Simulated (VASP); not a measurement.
Here is a VASP 6.6.1 calculation.

File INCAR:

```
SYSTEM = Ga3AsP2
ALGO = Normal ; EDIFF = 1E-8
ENCUT = 520 ; ISIF = 2
ISMEAR = 0 ; KPAR = 4
LASPH = .True. ; LCALCEPS = .True.
LCHARG = .False. ; LMIXTAU = .True.
LREAL = .False. ; LWAVE = .False.
METAGGA = R2SCAN ; NELM = 100
PREC = Accurate ; SIGMA = 0.01
```

The input KPOINTS:

```
k-points
0
Gamma
  6 6 2
  0 0 0
```

Contents of POSCAR:

```
Ga3AsP2
1.0
    3.9059637242      0.0000000000      0.0000000000
   -1.9529818621      3.3826638115      0.0000000000
    0.0000000000      0.0000000000      9.5621795860
P As Ga
2 1 3
Direct
    0.0000000000      0.0000000000      0.0030602822
    0.3333333333      0.6666666667      0.3305233902
    0.6666666667      0.3333333333      0.6663422599
    0.3333333333      0.6666666667      0.0832499794
    0.6666666667      0.3333333333      0.4103402512
    0.0000000000      0.0000000000      0.7564838371
```

Potentials or basis: VASP PAW PBE potentials, release 64 (P, As, Ga_d).

The run is started by

```bash
$ cat potpaw_PBE.64/P/POTCAR potpaw_PBE.64/As/POTCAR potpaw_PBE.64/Ga_d/POTCAR > POTCAR
$ mpirun -np 4 vasp_std > vasp.out
```

(1) What does it give for the electronic dielectric tensor (diagonal)?

(2) Predict the Born charges (mean of the diagonal).

(3) Estimate the band gap on the k mesh.

## Answers

(1) 9.64, 9.64, 9.69.

(2) P -2.25, -2.26; As -1.96; Ga +2.24, +2.18, +2.05 e.

(3) 1.62 eV (least direct gap 1.70 eV).
